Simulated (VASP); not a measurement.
# AsI (Fm-3m) in VASP: notebook

Runs on AsI. Level: PBE. Tasks: single point, relaxation of cell and atoms.

Program: VASP 6.6.1. These are calculated values, not measurements. Logs are shortened: lines on timing, memory, paths and dates and some standing lists are left out, and cuts for length are marked.

### 1 The cell of the first run

Symmetry: Fm-3m, No. 225, cubic system. The conventional cell has a = 6.162 Å, b = 6.162 Å, c = 6.162 Å, α = 90.00°, β = 90.00°, γ = 90.00°. Within 4.1 Å of As (site symmetry m-3m) lie 6 I at 3.08 Å. I (site symmetry m-3m) has 6 As at 3.08 Å within 4.1 Å.

### 2 Single point, PBE

File INCAR:

```
SYSTEM = AsI
ALGO = Normal
EDIFF = 1E-6
ENCUT = 520
GGA = PE
ISIF = 2
ISMEAR = 0
LASPH = .TRUE.
LCHARG = .FALSE.
LREAL = .FALSE.
LWAVE = .FALSE.
NBANDS = 13
NELM = 100
PREC = Accurate
SIGMA = 0.1
```

File KPOINTS:

```
k-points
0
G
  16 16 16
  0 0 0
```

File POSCAR:

```
AsI
1.0
    0.0000000000      3.0812095123      3.0812095123
    3.0812095123      0.0000000000      3.0812095123
    3.0812095123      3.0812095123      0.0000000000
As I
1 1
Direct
    0.0000000000      0.0000000000      0.0000000000
    0.5000000000      0.5000000000      0.5000000000
```

Potentials or basis: VASP PAW PBE potentials, release 64 (As, I).

The run is started by

```console
$ cat potpaw_PBE.64/As/POTCAR potpaw_PBE.64/I/POTCAR > POTCAR
$ mpirun -np 1 vasp_std > vasp.out
```

OUTCAR:

```text
SYSTEM = AsI
   EDIFF = 1E-6
   ENCUT = 520
   GGA = PE
   ISIF = 2
   ISMEAR = 0
   LASPH = .TRUE.
   LREAL = .FALSE.
   NELM = 100
   PREC = Accurate

 ion  position               nearest neighbor table
   1  0.000  0.000  0.000-   2 3.08   2 3.08   2 3.08   2 3.08   2 3.08   2 3.08
   2  0.500  0.500  0.500-   1 3.08   1 3.08   1 3.08   1 3.08   1 3.08   1 3.08

  LATTYP: Found a face centered cubic cell.
 ALAT       =     6.1624190246

  Lattice vectors:

 A1 = (   0.0000000000,   3.0812095123,   3.0812095123)
 A2 = (   3.0812095123,   0.0000000000,   3.0812095123)
 A3 = (   3.0812095123,   3.0812095123,   0.0000000000)

Analysis of symmetry for initial positions (statically):
=====================================================================
 Subroutine PRICEL returns:
 Original cell was already a primitive cell.

 Routine SETGRP: Setting up the symmetry group for a
 face centered cubic supercell.

 Subroutine GETGRP returns: Found 48 space group operations
 (whereof 48 operations were pure point group operations)
 out of a pool of 48 trial point group operations.

The static configuration has the point symmetry O_h .

Analysis of symmetry for dynamics (positions and initial velocities):
=====================================================================
 Subroutine PRICEL returns:
 Original cell was already a primitive cell.

 Routine SETGRP: Setting up the symmetry group for a
 face centered cubic supercell.

 Subroutine GETGRP returns: Found 48 space group operations
 (whereof 48 operations were pure point group operations)
 out of a pool of 48 trial point group operations.

The dynamic configuration has the point symmetry O_h .

 Subroutine INISYM returns: Found 48 space group operations
 (whereof 48 operations are pure point group operations),
 and found     1 'primitive' translations

----------------------------------------------------------------------------------------

                                     Primitive cell

  volume of cell :      58.5051

  direct lattice vectors                    reciprocal lattice vectors
     0.000000000  3.081209512  3.081209512    -0.162273938  0.162273938  0.162273938
     3.081209512  0.000000000  3.081209512     0.162273938 -0.162273938  0.162273938
     3.081209512  3.081209512  0.000000000     0.162273938  0.162273938 -0.162273938

  length of vectors
     4.357488281  4.357488281  4.357488281     0.281066705  0.281066705  0.281066705

  position of ions in fractional coordinates (direct lattice)
     0.000000000  0.000000000  0.000000000
     0.500000000  0.500000000  0.500000000

  ion indices of the primitive-cell ions
   primitive index   ion index
                 1           1
                 2           2

----------------------------------------------------------------------------------------

 KPOINTS: k-points

Automatic generation of k-mesh.
 Grid dimensions read from file:
 generate k-points for:   16   16   16

 Generating k-lattice:

  Cartesian coordinates                     Fractional coordinates (reciprocal lattice)
    -0.010142121  0.010142121  0.010142121     0.062500000  0.000000000  0.000000000
     0.010142121 -0.010142121  0.010142121     0.000000000  0.062500000  0.000000000
     0.010142121  0.010142121 -0.010142121     0.000000000  0.000000000  0.062500000

  Length of vectors
     0.017566669  0.017566669  0.017566669

  Shift w.r.t. Gamma in fractional coordinates (k-lattice)
     0.000000000  0.000000000  0.000000000

 Subroutine IBZKPT returns following result:
 ===========================================

 Found    145 irreducible k-points:

 Following reciprocal coordinates:
            Coordinates               Weight
  0.000000  0.000000  0.000000      1.000000
  0.062500  0.000000  0.000000      8.000000
  0.125000  0.000000  0.000000      8.000000
  0.187500  0.000000  0.000000      8.000000
  0.250000  0.000000  0.000000      8.000000
  0.312500  0.000000  0.000000      8.000000
[... 16 lines left out ...]
 -0.125000  0.062500  0.000000     24.000000
 -0.062500  0.062500  0.000000     12.000000
 [... further k-points ...]
   k-points           NKPTS =    145   k-points in BZ     NKDIM =    145   number of bands    NBANDS=     13
   number of dos      NEDOS =    301   number of ions     NIONS =      2
   total plane-waves  NPLWV =  32768
   dimension x,y,z NGX =    32 NGY =   32 NGZ =   32
   dimension x,y,z NGXF=    64 NGYF=   64 NGZF=   64
   ions per type =               1   1
   NGX,Y,Z   is equivalent  to a cutoff of  12.21, 12.21, 12.21 a.u.
   NGXF,Y,Z  is equivalent  to a cutoff of  24.42, 24.42, 24.42 a.u.
 SYSTEM =  AsI
   PREC   = accura    normal or accurate (medium, high low for compatibility)
   ISTART =      0    job   : 0-new  1-cont  2-samecut
   ICHARG =      2    charge: 1-file 2-atom 10-const
   ISPIN  =      1    spin polarized calculation?
   LNONCOLLINEAR =      F non collinear calculations
   LSORBIT =      F    spin-orbit coupling
   LASPH  =      T    aspherical Exc in radial PAW
   ENCUT  =  520.0 eV  38.22 Ry    6.18 a.u.   8.10  8.10  8.10*2*pi/ulx,y,z
   NELM   =    100;   NELMIN=  2; NELMDL= -5     # of ELM steps
   EDIFF  = 0.1E-05   stopping-criterion for ELM
   LREAL  =      F    real-space projection
   EDIFFG = 0.1E-04   stopping-criterion for IOM
   NSW    =      0    number of steps for IOM
   IBRION =     -1    ionic relax: 0-MD 1-quasi-New 2-CG
   NFREE  =      0    steps in history (QN), initial steepest desc. (CG)
   ISIF   =      2    stress and relaxation
   ISYM   =      2    0-nonsym 1-usesym 2-fastsym
   POTIM  = 0.5000    time-step for ionic-motion
   TEBEG  =    0.0;   TEEND  =   0.0 temperature during run
   PSTRESS=    0.0 pullay stress
   NELECT =      12.0000    total number of electrons
   NUPDOWN=      -1.0000    fix difference up-down
   EMIN   =  10.00;   EMAX   =-10.00  energy-range for DOS
   EFERMI =   0.00;   METHOD = LEGACY
   ISMEAR =     0;   SIGMA  =   0.10  broadening in eV -4-tet -1-fermi 0-gaus
   EFERMI_NEDOS =   21; number of points for ismear=-14 and -15
   IALGO  =     38    algorithm
   IMIX   =      4    mixing-type and parameters
     AMIX     =   0.40;   BMIX     =  1.00
     AMIX_MAG =   1.60;   BMIX_MAG =  1.00
  volume/ion in A,a.u.               =      29.25       197.41
  Fermi-wavevector in a.u.,A,eV,Ry     =   0.965467  1.824468 12.682347  0.932126
  Thomas-Fermi vector in A             =   2.095186
   LORBIT       =      0    0 simple, 1 ext, 2 COOP (PROOUT), +10 PAW based schemes
   GGA     = PE    functional components
   LHFCALC =     F    Hartree Fock is set to
   AEXX    =    0.0000 exact exchange contribution
   IVDW    =     0    specifies the selected vdW correction
   LEPSILON=     F    determine dielectric tensor
   LRPA    =     F    only Hartree local field effects (RPA)
 non-spin polarized calculation
 Gauss-broadening in eV      SIGMA  =   0.10
  energy-cutoff  :      520.00
  volume of cell :       58.51
 maximum number of plane-waves:      1604
   NGX = 17   NGY = 17   NGZ = 17

 number of electron      11.9999999 magnetization

 Free energy of the ion-electron system (eV)
  ---------------------------------------------------
  ext. energy  EPLUGINS =         0.00000000
  ---------------------------------------------------
  free energy    TOTEN  =        -5.13062860 eV

  energy without entropy =       -5.12426302  energy(sigma->0) =       -5.12744581

 E-fermi :   5.4003     XC(G=0):  -9.2863

 val. band max:        5.3831154636   @ k =  -0.3750   0.1875   0.0625
 cond. band min:       5.4035590391   @ k =   0.5000   0.1250   0.0000
 fundamental gap:      0.0204435754
 Fermi energy:         5.4002629125

 k-point     1 :       0.0000    0.0000    0.0000
  band No.  band energies     occupation
      1      -9.5798      2.00000
      2      -3.4268      2.00000
      3       1.9040      2.00000
      4       1.9040      2.00000
      5       1.9040      2.00000
      6       6.6269      0.00000
      7       6.6269      0.00000
      8       6.6269      0.00000
      9      10.2413      0.00000
     10      10.2413      0.00000
     11      10.2413      0.00000
     12      11.8693      0.00000
     13      11.9004      0.00000

 k-point     2 :       0.0625    0.0000    0.0000
  band No.  band energies     occupation
      1      -9.5513      2.00000
      2      -3.5058      2.00000
      3       1.9105      2.00000
      4       1.9105      2.00000
      5       1.9393      2.00000
      6       6.4987      0.00000
      7       6.5018      0.00000
      8       6.5018      0.00000
      9      10.2176      0.00000
     10      10.3173      0.00000
     11      10.3173      0.00000
     12      12.0699      0.00000
     13      12.0805      0.00000

 k-point     3 :       0.1250    0.0000    0.0000
  band No.  band energies     occupation
      1      -9.4672      2.00000
      2      -3.7284      2.00000
      3       1.9311      2.00000
      4       1.9311      2.00000
      5       2.0354      2.00000
      6       6.1669      0.00000
      7       6.1782      0.00000
      8       6.1782      0.00000
      9      10.2046      0.00000
     10      10.5430      0.00000
     11      10.5430      0.00000
     12      12.6203      0.00000
     13      12.6460      0.00000
[... 305 lines left out ...]
 k-point    23 :      -0.1250    0.0625    0.0000
  band No.  band energies     occupation
      1      -9.4035      2.00000
      2      -3.8780      2.00000
      3       1.6625      2.00000
      4       2.0844      2.00000
      5       2.2329      2.00000
      6       5.6812      0.00007
      7       5.6999      0.00002
      8       6.6205      0.00000
      9      10.0933      0.00000
     10      10.5425      0.00000
     11      11.0427      0.00000
     12      12.2838      0.00000
     13      13.3130      0.00000

 k-point    24 :      -0.0625    0.0625    0.0000
  band No.  band energies     occupation
      1      -9.5043      2.00000
      2      -3.6291      2.00000
      3       1.7722      2.00000
      4       1.9946      2.00000
      5       2.0672      2.00000
      6       6.1409      0.00000
      7       6.1493      0.00000
      8       6.6854      0.00000
      9      10.1191      0.00000
     10      10.3541      0.00000
     11      10.6191      0.00000
     12      11.9873      0.00000
     13      12.5881      0.00000

 [... further k-points ...]

------------------------ aborting loop because EDIFF is reached ----------------------------------------

  FORCE on cell =-STRESS in cart. coord.  units (eV):
  Direction    XX          YY          ZZ          XY          YZ          ZX
  --------------------------------------------------------------------------------------
  -------------------------------------------------------------------------------------
  Total       -0.0177208     -0.0177208     -0.0177208      0.0000000      0.0000000     -0.0000000
  in kB       -0.4852892     -0.4852892     -0.4852892      0.0000000      0.0000000     -0.0000000
  external PRESSURE =      -0.4852892 kB  Pullay stress =       0.0000000 kB

 VOLUME and BASIS-vectors are now :
 -----------------------------------------------------------------------------
  energy-cutoff  :      520.00
  volume of cell :       58.51
      direct lattice vectors                 reciprocal lattice vectors
     0.000000000  3.081209512  3.081209512    -0.162273938  0.162273938  0.162273938
     3.081209512  0.000000000  3.081209512     0.162273938 -0.162273938  0.162273938
     3.081209512  3.081209512  0.000000000     0.162273938  0.162273938 -0.162273938

 POSITION                                       TOTAL-FORCE (eV/Angst)
 -----------------------------------------------------------------------------------
      0.00000      0.00000      0.00000        -0.000000      0.000000     -0.000000
      3.08121      3.08121      3.08121         0.000000     -0.000000      0.000000
 -----------------------------------------------------------------------------------
    total drift:                                0.000000     -0.000000     -0.000000

  FREE ENERGIE OF THE ION-ELECTRON SYSTEM (eV)
  ---------------------------------------------------
  free  energy   TOTEN  =        -5.1306286027 eV

  energy  without entropy=       -5.1242630163  energy(sigma->0) =       -5.12744581
```

Wall time 44 s (1 thread of Intel Xeon Platinum 8259CL at 2.50GHz (Skylake/Cascade Lake), shared host); peak memory 0.26 GiB.

Results:

| Property | Result |
| --- | --- |
| Free energy | -5.1306 eV |
| Pressure | 0.0 GPa |
| Band gap on the k mesh | zero (band 6 reaches 7.79 eV, above the bottom of band 7 at 4.28 eV) |

Caveat: spin-orbit coupling is left out, which moves the levels of the heavy elements.

### 3 Relaxation of cell and atoms, PBE

This run uses another cell than the first one, of 32.14 Å³/atom, 1.099 times its volume.

File INCAR:

```
  ALGO = Normal
  EDIFF = 1E-6
  EDIFFG = -0.01
  ENCUT = 600
  GGA = PE
  IBRION = 2
  ISIF = 3
  ISMEAR = 0
  LASPH = True
  LCHARG = False
  LREAL = False
  LWAVE = False
  NELM = 80
  NSW = 100
  PREC = Accurate
  SIGMA = 0.1
```

File KPOINTS:

```
k-points
0
Gamma
  16 16 16
```

File POSCAR:

```
AsI
1.0
    0.0000000000      3.1794891932      3.1794891932
    3.1794891932      0.0000000000      3.1794891932
    3.1794891932      3.1794891932      0.0000000000
As I
1 1
Direct
    0.0000000000      0.0000000000      0.0000000000
    0.5000000000      0.5000000000      0.5000000000
```

Potentials or basis: VASP PAW PBE potentials, release 64 (As, I).

The run is started by

```console
$ cat potpaw_PBE.64/As/POTCAR potpaw_PBE.64/I/POTCAR > POTCAR
$ mpirun -np 1 vasp_std > vasp.out
```

It took 2.1 min on 1 thread of Intel Xeon Platinum 8259CL at 2.50GHz (Skylake/Cascade Lake), shared host; peak memory 0.31 GiB.

It converged, with:

| Property | Result |
| --- | --- |
| Free energy | -5.1308 eV |
| Relaxed volume | 29.22 Å³/atom |
| Relaxed cell | a = 4.356 Å, b = 4.356 Å, c = 4.356 Å, α = 60.00°, β = 60.00°, γ = 60.00° |
| Space group after relaxing (to 0.05 Å) | Fm-3m (No. 225) |
| Energy gained by relaxing | 33.1 meV/atom |
| Ionic steps | 3 |
| Pressure after relaxing | 0.0 GPa |
| Band gap on the k mesh | zero (band 6 reaches 7.81 eV, above the bottom of band 7 at 4.29 eV) |

The path:
```
step  energy change (eV)  largest force (eV/Å)  pressure (GPa)  volume (Å³)
   1              0.0000                0.0000           -3.30        64.28
   2             -0.0663                0.0000            0.10        58.31
   3             -0.0663                0.0000            0.00        58.44
```

Final structure:
```
As I
1.0
     0.00000    3.08002    3.08002
     3.08002    0.00000    3.08002
     3.08002    3.08002    0.00000
As I
1 1
Cartesian
  0.0000 0.0000 0.0000
  3.0800 3.0800 3.0800
```

Levels at points of the mesh, in eV from the Fermi level:
| k point | band 3 | band 4 | band 5 | band 6 | band 7 | band 8 | band 9 | band 10 |
| --- | --- | --- | --- | --- | --- | --- | --- | --- |
| (0.00, 0.00, 0.00) | -3.50 | -3.50 | -3.50 | 1.23 | 1.23 | 1.23 | 4.84 | 4.84 |
| (0.50, 0.00, 0.00) | -3.16 | -3.16 | -2.62 | -1.25 | -1.13 | -1.13 | 7.68 | 7.75 |
| (0.50, 0.50, 0.00) | -6.38 | -4.83 | -4.83 | 2.39 | 2.39 | 2.41 | 3.51 | 8.31 |

Caveat: spin-orbit coupling is left out, which moves the levels of the heavy elements.

### 4 Relaxation of cell and atoms, PBE

File INCAR:

```
SYSTEM = AsI
PREC = Accurate ; ENCUT = 600
EDIFF = 1E-6 ; ISMEAR = 0
SIGMA = 0.1 ; LREAL = .FALSE.
LASPH = .TRUE. ; NELM = 80
ALGO = Normal ; ISIF = 3
LWAVE = .FALSE. ; LCHARG = .FALSE.
GGA = PE ; IBRION = 2
NSW = 100 ; EDIFFG = -0.01
```

File KPOINTS:

```
regular mesh
0
G
  16 16 16
  0 0 0
```

File POSCAR:

```
AsI
1.0
    0.0000000000      3.0812095123      3.0812095123
    3.0812095123      0.0000000000      3.0812095123
    3.0812095123      3.0812095123      0.0000000000
As I
1 1
Direct
    0.0000000000      0.0000000000      0.0000000000
    0.5000000000      0.5000000000      0.5000000000
```

The run is started by

```console
$ cat potpaw_PBE.64/As/POTCAR potpaw_PBE.64/I/POTCAR > POTCAR
$ mpirun -np 1 vasp_std > vasp.out
```

It took 57 s on 1 thread of Intel Xeon Platinum 8259CL at 2.50GHz (Skylake/Cascade Lake), shared host; peak memory 0.29 GiB.

Results (log left out):

```yaml
Free_energy: -5.1306 eV
Pressure_after_relaxing: 0.0 GPa
Band_gap_on_the_k_mesh: zero (band 6 reaches 7.79 eV, above the bottom of band 7 at 4.28 eV)
```

Final structure:
```cif
data_structure
_symmetry_space_group_name_H-M 'P 1'
_symmetry_Int_Tables_number 1
_cell_length_a 4.3575
_cell_length_b 4.3575
_cell_length_c 4.3575
_cell_angle_alpha 60.000
_cell_angle_beta 60.000
_cell_angle_gamma 60.000
_cell_volume 58.51
loop_
_atom_site_label
_atom_site_type_symbol
_atom_site_fract_x
_atom_site_fract_y
_atom_site_fract_z
_atom_site_occupancy
As1 As 0.00000 0.00000 0.00000 1
I1 I 0.50000 0.50000 0.50000 1
```

Levels at points of the mesh, in eV from the Fermi level:
```csv
k point,band 3,band 4,band 5,band 6,band 7,band 8,band 9,band 10
"(0.00, 0.00, 0.00)",-3.50,-3.50,-3.50,1.23,1.23,1.23,4.84,4.84
"(0.50, 0.00, 0.00)",-3.16,-3.16,-2.62,-1.25,-1.13,-1.13,7.68,7.75
"(0.50, 0.50, 0.00)",-6.37,-4.83,-4.83,2.39,2.39,2.42,3.51,8.31
```

Caveat: the relaxation stopped at its first step, so nothing moved; spin-orbit coupling is left out, which moves the levels of the heavy elements.

### 5 The runs side by side

```tsv
task	cell	cutoff (eV)	gap on the mesh (eV)	pressure (GPa)
single point	a = 4.357 Å, angles 60.0°, 2 atoms	520	none	0.0
relaxation of cell and atoms	relaxed from a = 4.496 Å, angles 60.0°, 2 atoms	600	none	0.0
relaxation of cell and atoms	relaxed from a = 4.357 Å, angles 60.0°, 2 atoms	600	none	0.0
```

Alike in all rows: level PBE; potentials or basis VASP PAW PBE potentials, release 64 (As, I); no spin polarisation; k mesh 16 × 16 × 16; smearing gaussian 0.1 eV.

Caveats: spin-orbit coupling is left out, which moves the levels of the heavy elements; the relaxation stopped at its first step, so nothing moved (some runs).

Absolute energies hang on the potentials; compare differences alone.
